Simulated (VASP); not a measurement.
A run of VASP 6.6.1 is set up as follows.

INCAR

```
PREC = Accurate ; ENCUT = 520
EDIFF = 1E-6 ; ISMEAR = 0
SIGMA = 0.1 ; LREAL = False
LASPH = True ; NELM = 60
ALGO = Normal ; ISIF = 2
LWAVE = False ; LCHARG = False
GGA = PE ; NBANDS = 41
```

KPOINTS

```
regular mesh
0
Gamma
  4 4 4
```

POSCAR

```
Zr2Ru3
1.0
    4.2022313200      0.0000000000      0.0000000000
    0.0000000000      4.2022313200      0.0000000000
    0.0000000000      0.0000000000      4.2022313200
Zr Ru
2 3
Direct
    0.5000000000      0.5000000000      0.5000000000
    0.0000000000      0.0000000000      0.0000000000
    0.5000000000      0.0000000000      0.0000000000
    0.0000000000      0.5000000000      0.0000000000
    0.0000000000      0.0000000000      0.5000000000
```

Potentials or basis: VASP PAW PBE potentials, release 64 (Zr_sv, Ru_pv).

The run is started by

```console
$ cat potpaw_PBE.64/Zr_sv/POTCAR potpaw_PBE.64/Ru_pv/POTCAR > POTCAR
$ mpirun -np 1 vasp_std > vasp.out
```

Question: Predict the band gap on the k mesh.

Answer: Zero (band 33 reaches 13.60 eV, above the bottom of band 34 at 12.63 eV).

Question: Predict the pressure.

Answer: 84.6 GPa.

Caveat: the k points lie up to 0.37 Å⁻¹ apart.
